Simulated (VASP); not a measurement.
Write the native input for VASP 6.6.1 that does the following.

| Quantity | Value |
| --- | --- |
| Task | relaxation of cell and atoms |
| Functional | PBE |
| Potentials or basis | VASP PAW PBE potentials, release 64 (As, Se) |
| Cutoff | 600 eV |
| k mesh | 6 × 6 × 10 |
| Occupations | gaussian, width 0.1 eV |
| Spin | no spin polarisation |
| Dipole correction | no |
| Further INCAR settings | ALGO = Fast; EDIFF = 1e-06; IBRION = 2; EDIFFG = -0.01; NSW = 100; ISIF = 3 |

The structure of AsSe3 lies in POSCAR:

```
AsSe3
1.0
    7.5396629219      0.0000000000      0.0000000000
   -3.7698314610      6.5295396264      0.0000000000
    0.0000000000      0.0000000000      3.7181643238
As Se
2 6
Direct
    0.3333333333      0.6666666667      0.7500000000
    0.6666666667      0.3333333333      0.2500000000
    0.1806054793      0.3612109587      0.2500000000
    0.6387890413      0.8193945207      0.2500000000
    0.1806054793      0.8193945207      0.2500000000
    0.8193945207      0.6387890413      0.7500000000
    0.3612109587      0.1806054793      0.7500000000
    0.8193945207      0.1806054793      0.7500000000
```

The cell was generated, and may not be a known phase.

These files were run (other wordings do the same):

INCAR

```
ALGO     = Fast           # electronic algorithm
EDIFF    = 1E-6           # SCF threshold, eV
EDIFFG   = -0.01          # ionic threshold
ENCUT    = 600            # plane-wave cutoff, eV
GGA      = PE             # functional
IBRION   = 2              # ionic algorithm
ISIF     = 3              # what is computed and relaxed
ISMEAR   = 0              # smearing method
LASPH    = True           # aspherical terms in the spheres
LCHARG   = False          # write CHGCAR
LREAL    = False          # projectors in reciprocal space
LWAVE    = False          # write WAVECAR
NELM     = 100            # most SCF steps
NSW      = 100            # ionic steps
PREC     = Accurate       # precision mode
SIGMA    = 0.1            # smearing width, eV
```

KPOINTS

```
k-points
0
Gamma
  6 6 10
```

Potentials or basis: VASP PAW PBE potentials, release 64 (As, Se).

The run is started by

```console
$ cat potpaw_PBE.64/As/POTCAR potpaw_PBE.64/Se/POTCAR > POTCAR
$ mpirun -np 1 vasp_std > vasp.out
```

It gave:

```yaml
Relaxed_volume: 22.59 Å³/atom
Relaxed_cell: a = 7.478 Å, b = 7.478 Å, c = 3.732 Å, α = 90.00°, β = 90.00°, γ = 120.00°
Space_group_after_relaxing_to_0.1_Å: P6_3/mmc (No. 194)
Energy_gained_by_relaxing: 0.7 meV/atom
Ionic_steps: 6
Pressure_after_relaxing: 0.1 GPa
Largest_force_after_relaxing: 0.004 eV/Å
Band_gap_on_the_k_mesh: zero (bands 23 and 24 overlap by 1.53 eV)
```

Wall time 22 min on 1 thread of Oxide Virtual Turin-like Processor, on a shared host, peak memory 0.45 GiB.
